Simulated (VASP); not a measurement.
Runs of VASP 6.6.1 on HfB2. The structure is that of space group P6/mmm (No. 191), or close to it. The cells are those of the table. 

| cell | gap on the mesh (eV) | pressure (GPa) |
| --- | --- | --- |
| a = 3.054, b = 3.054, c = 3.385 Å, angles 90.0, 90.0, 120.0°, 3 atoms | none | 26.2 |
| a = 3.098, b = 3.098, c = 3.433 Å, angles 90.0, 90.0, 120.0°, 3 atoms | none | (a) |
| a = 3.009, b = 3.009, c = 3.335 Å, angles 90.0, 90.0, 120.0°, 3 atoms | none | 43.1 |
| a = 3.222, b = 3.222, c = 3.570 Å, angles 90.0, 90.0, 120.0°, 3 atoms | none | -16.1 |
| a = 3.140, b = 3.140, c = 3.480 Å, angles 90.0, 90.0, 120.0°, 3 atoms | none | 1.0 |
| a = 3.181, b = 3.181, c = 3.526 Å, angles 90.0, 90.0, 120.0°, 3 atoms | none | -8.4 |
| a = 3.261, b = 3.261, c = 3.614 Å, angles 90.0, 90.0, 120.0°, 3 atoms | none | (b) |

Alike in all rows: task single point; level PBE; potentials or basis VASP PAW PBE potentials, release 64 (Hf_pv, B); no spin polarisation; k mesh 11 × 11 × 8; cutoff (eV) 520; smearing fermi-dirac 0.05 eV.

Q: Fill in the values left out.

A: (a) 12.3; (b) -22.4.

Caveats: spin-orbit coupling is left out, which moves the levels of the heavy elements.

A k mesh can miss the band edges, and the runs leave out spin-orbit coupling on Hf.

A gap of «none» marks levels without a gap at the run's occupations.
